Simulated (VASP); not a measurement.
Ge, 2 atoms in the cell. Symmetry: Imma, No. 74, orthorhombic system. The conventional cell has a = 5.090 Å, b = 5.406 Å, c = 2.930 Å, α = 90.00°, β = 90.00°, γ = 90.00°. Within 3.8 Å of Ge (site symmetry mm2) lie 10 Ge at 2.73 to 3.72 Å. 

| Property | Result |
| --- | --- |
| Program | VASP 6.6.1 |
| Task | single point |
| Functional | PBEsol |
| Potentials or basis | VASP PAW PBE potentials, release 64 (Ge_d) |
| Cutoff | 520 eV |
| k mesh | 11 × 11 × 11 |
| Occupations | fermi-dirac, width 0.05 eV |
| Spin | no spin polarisation |
| Dipole correction | no |
| Further INCAR settings | ALGO = Normal; EDIFF = 1e-07; NBANDS = 21 |

Potentials or basis: VASP PAW PBE potentials, release 64 (Ge_d).

The run is started by

```bash
$ cat potpaw_PBE.64/Ge_d/POTCAR > POTCAR
$ mpirun -np 1 vasp_std > vasp.out
```

Hardware: 1 thread of Intel(R) Xeon(R) Platinum 8488C (Sapphire Rapids), on a shared host.

**Question.** How long does it take, and how much memory?

**Answer.** Wall time 2.2 min on 1 thread of Intel(R) Xeon(R) Platinum 8488C (Sapphire Rapids), with other jobs on the host, peak memory 0.27 GiB. Counts: scf iterations 11, k points 216.
